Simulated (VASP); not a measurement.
The system is Hg5O3.

```
Hg O
1.0
    -3.39807    3.39807    3.39807
     3.39807   -3.39807    3.39807
     3.39807    3.39807   -3.39807
Hg O
5 3
Cartesian
  0.0000 0.0000 0.0000
  1.6990 1.6990 -1.6990
  1.6990 -1.6990 1.6990
  -1.6990 1.6990 1.6990
  1.6990 1.6990 1.6990
  3.3981 0.0000 0.0000
  0.0000 0.0000 3.3981
  0.0000 3.3981 0.0000
```

The cell was built from a structure type or drawn by symmetry, and may not be a known phase.

```yaml
Program: VASP 6.6.1
Task: relaxation of cell and atoms
Functional: PBE
Potentials_or_basis: VASP PAW PBE potentials, release 64 (Hg_sv_GW, O)
Cutoff: 600 eV
k_mesh: 4 × 4 × 4
Occupations: gaussian, width 0.1 eV
Spin: no spin polarisation
```

At the start: pressure -7.9 GPa; volume 19.62 Å³/atom.

Task: Where does the relaxation end?

Result: Over 3 steps the energy falls by 82.8 meV/atom and the volume is 16.81 Å³/atom (-14.3 %); space group Im-3m (No. 229, to 0.1 Å) before and after.

Step by step:
| step | energy change (eV) | largest force (eV/Å) | pressure (GPa) | volume (Å³) |
| --- | --- | --- | --- | --- |
| 1 | 0.0000 | 0.0000 | -7.94 | 156.95 |
| 2 | -0.6586 | 0.0000 | -0.81 | 135.88 |
| 3 | -0.6621 | 0.0000 | -0.01 | 134.51 |

Final structure:
```cif
data_structure
_symmetry_space_group_name_H-M 'P 1'
_symmetry_Int_Tables_number 1
_cell_length_a 5.5905
_cell_length_b 5.5905
_cell_length_c 5.5905
_cell_angle_alpha 109.471
_cell_angle_beta 109.471
_cell_angle_gamma 109.471
_cell_volume 134.51
loop_
_atom_site_label
_atom_site_type_symbol
_atom_site_fract_x
_atom_site_fract_y
_atom_site_fract_z
_atom_site_occupancy
Hg1 Hg 0.00000 0.00000 0.00000 1
Hg2 Hg 0.00000 0.00000 0.50000 1
Hg3 Hg 0.00000 0.50000 0.00000 1
Hg4 Hg 0.50000 0.00000 0.00000 1
Hg5 Hg 0.50000 0.50000 0.50000 1
O1 O 0.00000 0.50000 0.50000 1
O2 O 0.50000 0.50000 0.00000 1
O3 O 0.50000 0.00000 0.50000 1
```
